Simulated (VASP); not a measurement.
# W (P6_3/mmc) in VASP: a series of runs, part 2 of 2

VASP 6.6.1. The steps go on from the part before.

## Step 4: Single point, PBEsol (volume scaled by 1.08)

INCAR

```
ALGO = Normal
EDIFF = 1E-6
ENCUT = 520
GGA = PS
ISIF = 2
ISMEAR = -1
LASPH = T
LCHARG = F
LREAL = F
LWAVE = F
NBANDS = 36
NELM = 100
PREC = Accurate
SIGMA = 0.1
```

KPOINTS

```
k-points
0
Gamma
  15 15 4
```

POSCAR

```
W
1.0
    2.8334005130      0.0000000000      0.0000000000
   -1.4167002565      2.4537968234      0.0000000000
    0.0000000000      0.0000000000      9.9575585150
W
4
Direct
    0.0000000000      0.0000000000      1.0000000000
    0.0000000000      0.0000000000      0.5000000000
    0.3333333333      0.6666666667      0.2500000000
    0.6666666667      0.3333333333      0.7500000000
```

Potentials or basis: VASP PAW PBE potentials, release 64 (W_sv).

Launch:

```sh
cat potpaw_PBE.64/W_sv/POTCAR > POTCAR
mpirun -np 1 vasp_std > vasp.out
```

OUTCAR:

```text
EDIFF = 1E-6
   ENCUT = 520
   GGA = PS
   ISIF = 2
   ISMEAR = -1
   LASPH = T
   LREAL = F
   NELM = 100
   PREC = Accurate

 ion  position               nearest neighbor table
   1  0.000  0.000  0.000-   3 2.98   4 2.98   4 2.98   3 2.98   4 2.98   3 2.98
   2  0.000  0.000  0.500-   3 2.98   4 2.98   4 2.98   3 2.98   4 2.98   3 2.98
   3  0.333  0.667  0.250-   1 2.98   2 2.98   1 2.98   2 2.98   1 2.98   2 2.98
   4  0.667  0.333  0.750-   1 2.98   2 2.98   1 2.98   2 2.98   1 2.98   2 2.98

  LATTYP: Found a hexagonal cell.
 ALAT       =     2.8334005130
 C/A-ratio  =     3.5143490902

  Lattice vectors:

 A1 = (   2.8334005130,   0.0000000000,   0.0000000000)
 A2 = (  -1.4167002565,   2.4537968234,   0.0000000000)
 A3 = (   0.0000000000,   0.0000000000,   9.9575585150)

Analysis of symmetry for initial positions (statically):
=====================================================================
 Subroutine PRICEL returns:
 Original cell was already a primitive cell.

 Routine SETGRP: Setting up the symmetry group for a
 hexagonal supercell.

 Subroutine GETGRP returns: Found 24 space group operations
 (whereof 12 operations were pure point group operations)
 out of a pool of 24 trial point group operations.

The static configuration has the point symmetry D_3d.
 The point group associated with its full space group is D_6h.

Analysis of symmetry for dynamics (positions and initial velocities):
=====================================================================
 Subroutine PRICEL returns:
 Original cell was already a primitive cell.

 Routine SETGRP: Setting up the symmetry group for a
 hexagonal supercell.

 Subroutine GETGRP returns: Found 24 space group operations
 (whereof 12 operations were pure point group operations)
 out of a pool of 24 trial point group operations.

The dynamic configuration has the point symmetry D_3d.
 The point group associated with its full space group is D_6h.

 Subroutine INISYM returns: Found 24 space group operations
 (whereof 12 operations are pure point group operations),
 and found     1 'primitive' translations

----------------------------------------------------------------------------------------

                                     Primitive cell

  volume of cell :      69.2308

  direct lattice vectors                    reciprocal lattice vectors
     2.833400513  0.000000000  0.000000000     0.352932808  0.203765852  0.000000000
    -1.416700256  2.453796823  0.000000000     0.000000000  0.407531704  0.000000000
     0.000000000  0.000000000  9.957558515     0.000000000  0.000000000  0.100426224

  length of vectors
     2.833400513  2.833400513  9.957558515     0.407531704  0.407531704  0.100426224

  position of ions in fractional coordinates (direct lattice)
     0.000000000  0.000000000  0.000000000
     0.000000000  0.000000000  0.500000000
     0.333333333  0.666666667  0.250000000
     0.666666667  0.333333333  0.750000000

  ion indices of the primitive-cell ions
   primitive index   ion index
                 1           1
                 2           2
                 3           3
                 4           4

----------------------------------------------------------------------------------------

 KPOINTS: k-points

Automatic generation of k-mesh.
 Grid dimensions read from file:
 generate k-points for:   15   15    4

 Generating k-lattice:

  Cartesian coordinates                     Fractional coordinates (reciprocal lattice)
     0.023528854  0.013584390  0.000000000     0.066666667  0.000000000  0.000000000
     0.000000000  0.027168780  0.000000000     0.000000000  0.066666667  0.000000000
     0.000000000  0.000000000  0.025106556     0.000000000  0.000000000  0.250000000

  Length of vectors
     0.027168780  0.027168780  0.025106556

  Shift w.r.t. Gamma in fractional coordinates (k-lattice)
     0.000000000  0.000000000  0.000000000

 Subroutine IBZKPT returns following result:
 ===========================================

 Found     81 irreducible k-points:

 Following reciprocal coordinates:
            Coordinates               Weight
  0.000000  0.000000  0.000000      1.000000
  0.066667  0.000000  0.000000      6.000000
  0.133333  0.000000  0.000000      6.000000
  0.200000 -0.000000  0.000000      6.000000
  0.266667  0.000000  0.000000      6.000000
  0.333333  0.000000  0.000000      6.000000
[... 16 lines left out ...]
  0.333333  0.200000  0.000000     12.000000
  0.400000  0.200000  0.000000      6.000000
 [... further k-points ...]
   k-points           NKPTS =     81   k-points in BZ     NKDIM =     81   number of bands    NBANDS=     36
   number of dos      NEDOS =    301   number of ions     NIONS =      4
   total plane-waves  NPLWV =  46080
   dimension x,y,z NGX =    24 NGY =   24 NGZ =   80
   dimension x,y,z NGXF=    48 NGYF=   48 NGZF=  160
   ions per type =               4
   NGX,Y,Z   is equivalent  to a cutoff of  14.08, 14.08, 13.36 a.u.
   NGXF,Y,Z  is equivalent  to a cutoff of  28.16, 28.16, 26.71 a.u.
 SYSTEM =  unknown system
   PREC   = accura    normal or accurate (medium, high low for compatibility)
   ISTART =      0    job   : 0-new  1-cont  2-samecut
   ICHARG =      2    charge: 1-file 2-atom 10-const
   ISPIN  =      1    spin polarized calculation?
   LNONCOLLINEAR =      F non collinear calculations
   LSORBIT =      F    spin-orbit coupling
   LASPH  =      T    aspherical Exc in radial PAW
   ENCUT  =  520.0 eV  38.22 Ry    6.18 a.u.   5.27  5.27 18.51*2*pi/ulx,y,z
   NELM   =    100;   NELMIN=  2; NELMDL= -5     # of ELM steps
   EDIFF  = 0.1E-05   stopping-criterion for ELM
   LREAL  =      F    real-space projection
   EDIFFG = 0.1E-04   stopping-criterion for IOM
   NSW    =      0    number of steps for IOM
   IBRION =     -1    ionic relax: 0-MD 1-quasi-New 2-CG
   NFREE  =      0    steps in history (QN), initial steepest desc. (CG)
   ISIF   =      2    stress and relaxation
   ISYM   =      2    0-nonsym 1-usesym 2-fastsym
   POTIM  = 0.5000    time-step for ionic-motion
   TEBEG  =    0.0;   TEEND  =   0.0 temperature during run
   PSTRESS=    0.0 pullay stress
   NELECT =      56.0000    total number of electrons
   NUPDOWN=      -1.0000    fix difference up-down
   EMIN   =  10.00;   EMAX   =-10.00  energy-range for DOS
   EFERMI =   0.00;   METHOD = LEGACY
   ISMEAR =    -1;   SIGMA  =   0.10  broadening in eV -4-tet -1-fermi 0-gaus
   EFERMI_NEDOS =   21; number of points for ismear=-14 and -15
   IALGO  =     38    algorithm
   IMIX   =      4    mixing-type and parameters
     AMIX     =   0.40;   BMIX     =  1.00
     AMIX_MAG =   1.60;   BMIX_MAG =  1.00
  volume/ion in A,a.u.               =      17.31       116.80
  Fermi-wavevector in a.u.,A,eV,Ry     =   1.525355  2.882504 31.656797  2.326709
  Thomas-Fermi vector in A             =   2.633537
   LORBIT       =      0    0 simple, 1 ext, 2 COOP (PROOUT), +10 PAW based schemes
   GGA     = PS    functional components
   LHFCALC =     F    Hartree Fock is set to
   AEXX    =    0.0000 exact exchange contribution
   IVDW    =     0    specifies the selected vdW correction
   LEPSILON=     F    determine dielectric tensor
   LRPA    =     F    only Hartree local field effects (RPA)
 non-spin polarized calculation
  energy-cutoff  :      520.00
  volume of cell :       69.23
 maximum number of plane-waves:      1887
 NGX is ok and might be reduce to    24
   NGX = 11   NGY = 11   NGZ = 37

 number of electron      56.0000005 magnetization

 Free energy of the ion-electron system (eV)
  ---------------------------------------------------
  ext. energy  EPLUGINS =         0.00000000
  ---------------------------------------------------
  free energy    TOTEN  =       -52.99195527 eV

  energy without entropy =      -52.85084070  energy(sigma->0) =      -52.92139798

 E-fermi :   9.6922     XC(G=0): -13.2556

 val. band max:        9.6908147414   @ k =   0.3333   0.1333   0.2500
 cond. band min:       9.6931341302   @ k =   0.4000   0.1333   0.2500
 fundamental gap:      0.0023193888
 Fermi energy:         9.6922213729

 k-point     1 :       0.0000    0.0000    0.0000
  band No.  band energies     occupation
      1     -64.1312      2.00000
      2     -64.1116      2.00000
      3     -64.0863      2.00000
      4     -64.0665      2.00000
      5     -28.7461      2.00000
      6     -28.3726      2.00000
[... 28 lines left out ...]
     35      12.4607      0.00000
     36      12.4607      0.00000
[... 866 lines left out ...]
      6     -28.6546      2.00000
[... 28 lines left out ...]
     35      13.9571      0.00000
     36      14.1190      0.00000

 [... further k-points ...]
[... 5 lines left out ...]
  --------------------------------------------------------------------------------------
  -------------------------------------------------------------------------------------
  Total       -8.8245044     -8.8245044     -7.6200634      0.0000000     -0.0000000      0.0000000
  in kB     -204.2215038   -204.2215038   -176.3476715      0.0000000     -0.0000000      0.0000000
  external PRESSURE =    -194.9302264 kB  Pullay stress =       0.0000000 kB

 VOLUME and BASIS-vectors are now :
 -----------------------------------------------------------------------------
  energy-cutoff  :      520.00
  volume of cell :       69.23
      direct lattice vectors                 reciprocal lattice vectors
     2.833400513  0.000000000  0.000000000     0.352932808  0.203765852  0.000000000
    -1.416700256  2.453796823  0.000000000     0.000000000  0.407531704  0.000000000
     0.000000000  0.000000000  9.957558515     0.000000000  0.000000000  0.100426224

 POSITION                                       TOTAL-FORCE (eV/Angst)
 -----------------------------------------------------------------------------------
      0.00000      0.00000      0.00000        -0.000000      0.000000      0.000000
      0.00000      0.00000      4.97878        -0.000000      0.000000      0.000000
     -0.00000      1.63586      2.48939        -0.000000     -0.000000     -0.000000
      1.41670      0.81793      7.46817         0.000000      0.000000     -0.000000
 -----------------------------------------------------------------------------------
    total drift:                               -0.000000      0.000000     -0.000000

  FREE ENERGIE OF THE ION-ELECTRON SYSTEM (eV)
  ---------------------------------------------------
  free  energy   TOTEN  =       -52.9919552707 eV

  energy  without entropy=      -52.8508406978  energy(sigma->0) =      -52.92139798
```

OSZICAR:

```text
N       E                     dE             d eps       ncg     rms          rms(c)
DAV:   1     0.687268163638E+03    0.68727E+03   -0.31880E+04  5832   0.181E+03
DAV:   2    -0.198953109304E+02   -0.70716E+03   -0.69308E+03  6120   0.569E+02
DAV:   3    -0.549459103840E+02   -0.35051E+02   -0.33683E+02  6968   0.120E+02
DAV:   4    -0.559204928661E+02   -0.97458E+00   -0.95496E+00  7080   0.181E+01
DAV:   5    -0.559358897384E+02   -0.15397E-01   -0.15346E-01  6916   0.244E+00    0.361E+01
DAV:   6    -0.535649198010E+02    0.23710E+01   -0.36164E+00  6460   0.133E+01    0.131E+01
DAV:   7    -0.530160600564E+02    0.54886E+00   -0.16596E+00  6788   0.807E+00    0.109E+00
DAV:   8    -0.529976804851E+02    0.18380E-01   -0.63792E-02  7208   0.233E+00    0.446E-01
DAV:   9    -0.529920977331E+02    0.55828E-02   -0.32923E-02  7104   0.149E+00    0.113E-01
DAV:  10    -0.529919412103E+02    0.15652E-03   -0.16125E-03  6988   0.345E-01    0.510E-02
DAV:  11    -0.529919544481E+02   -0.13238E-04   -0.10302E-04  6728   0.724E-02    0.328E-02
DAV:  12    -0.529919552690E+02   -0.82094E-06   -0.11174E-05  7080   0.272E-02    0.583E-03
DAV:  13    -0.529919552707E+02   -0.16898E-08   -0.18902E-06  3968   0.114E-02
   1 F= -.52991955E+02 E0= -.52921398E+02  d E =-.141115E+00
```

It took 1.8 min on 1 thread of AMD EPYC 9R45 (Zen 5), shared host; peak memory 0.26 GiB.

Results:

| Quantity | Value |
| --- | --- |
| Free energy | -52.9920 eV |
| Pressure | -19.5 GPa |
| Band gap on the k mesh | zero (band 28 reaches 10.90 eV, above the bottom of band 29 at 9.14 eV) |

Caveat: the PAW data sets were made with another functional, which shifts forces and pressure a little; spin-orbit coupling is left out, which moves the levels of the heavy elements.

## Step 5: Overview

| task | cell | k mesh | cutoff (eV) | gap on the mesh (eV) | pressure (GPa) |
| --- | --- | --- | --- | --- | --- |
| relaxation of cell and atoms | relaxed from a = 2.819, b = 2.819, c = 9.208 Å, angles 90.0, 90.0, 120.0°, 4 atoms | 13 × 13 × 4 | 600 | none | 0.1 |
| single point | a = 2.798, b = 2.798, c = 9.833 Å, angles 90.0, 90.0, 120.0°, 4 atoms | 15 × 15 × 4 | 520 | none | -10.5 |
| single point | a = 2.833, b = 2.833, c = 9.958 Å, angles 90.0, 90.0, 120.0°, 4 atoms | 15 × 15 × 4 | 520 | none | -19.5 |

Alike in all rows: level PBEsol; potentials or basis VASP PAW PBE potentials, release 64 (W_sv); no spin polarisation; smearing fermi-dirac 0.1 eV.

Caveats: the PAW data sets were made with another functional, which shifts forces and pressure a little; spin-orbit coupling is left out, which moves the levels of the heavy elements.

Total energies depend on the potentials used, so only differences within one code and one set of settings carry meaning.
